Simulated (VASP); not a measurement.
Write the native input for VASP 6.6.1 that does the following.

| Quantity | Value |
| --- | --- |
| Task | single point |
| Functional | r2SCAN |
| Dispersion | D3(BJ) |
| Potentials or basis | VASP PAW PBE potentials, release 64 (Ti_sv, Al) |
| Cutoff | 520 eV |
| k mesh | 8 × 8 × 8 |
| Occupations | fermi-dirac, width 0.05 eV |
| Spin | no spin polarisation |
| Dipole correction | no |
| Further INCAR settings | ALGO = Normal; EDIFF = 1e-06; NBANDS = 14 |

TiAl:

```
CELL_PARAMETERS angstrom
3.17906 0.00000 0.00000
0.00000 3.17906 0.00000
0.00000 0.00000 3.17906
ATOMIC_POSITIONS crystal
Ti 0.00000 0.00000 0.00000
Al 0.50000 0.50000 0.50000
```

The input as run:

POSCAR

```
TiAl
1.0
    3.1790640000      0.0000000000      0.0000000000
    0.0000000000      3.1790640000      0.0000000000
    0.0000000000      0.0000000000      3.1790640000
Ti Al
1 1
Direct
    0.0000000000      0.0000000000      0.0000000000
    0.5000000000      0.5000000000      0.5000000000
```

INCAR.step1

```
ALGO     = Normal         # electronic algorithm
EDIFF    = 1E-4           # SCF threshold, eV
ENCUT    = 520            # plane-wave cutoff, eV
GGA      = PE             # functional
ISMEAR   = -1             # smearing method
LASPH    = T              # aspherical terms in the spheres
LCHARG   = F              # write CHGCAR
LREAL    = F              # projectors in reciprocal space
LWAVE    = T              # write WAVECAR
NBANDS   = 14             # bands
NELM     = 80             # most SCF steps
PREC     = Accurate       # precision mode
SIGMA    = 0.05           # smearing width, eV
```

INCAR.step2

```
ALGO     = Normal         # electronic algorithm
EDIFF    = 1E-6           # SCF threshold, eV
ENCUT    = 520            # plane-wave cutoff, eV
ISIF     = 2              # what is computed and relaxed
ISMEAR   = -1             # smearing method
ISTART   = 1            
IVDW     = 12             # dispersion correction
LASPH    = T              # aspherical terms in the spheres
LCHARG   = T              # write CHGCAR
LELF     = T              # ELF
LMIXTAU  = T            
LREAL    = F              # projectors in reciprocal space
LVHAR    = T            
LWAVE    = F              # write WAVECAR
METAGGA  = R2SCAN         # meta-GGA
NBANDS   = 14             # bands
NELM     = 80             # most SCF steps
PREC     = Accurate       # precision mode
SIGMA    = 0.05           # smearing width, eV
VDW_A1   = 0.49484001   
VDW_A2   = 5.73083694   
VDW_S6   = 1.0          
VDW_S8   = 0.78981345
```

KPOINTS

```
k-points
0
Gamma
  8 8 8
```

Potentials or basis: VASP PAW PBE potentials, release 64 (Ti_sv, Al).

Command:

```bash
$ cat potpaw_PBE.64/Ti_sv/POTCAR potpaw_PBE.64/Al/POTCAR > POTCAR
$ cp INCAR.step1 INCAR
$ mpirun -np 1 vasp_std > vasp.out
$ cp INCAR.step2 INCAR
$ mpirun -np 1 vasp_std > vasp.out
```

It gave:

```json
{"Pressure": "-3.0 GPa", "Dispersion energy per atom": "-0.230 eV"}
```

Caveat: the PAW data sets were made with another functional, which shifts forces and pressure a little; pairwise dispersion overbinds metals, which lowers pressure and volume.

Run time: 26 s on 1 thread of Intel Xeon 6975P-C, with other jobs on the host, peak memory 0.16 GiB.
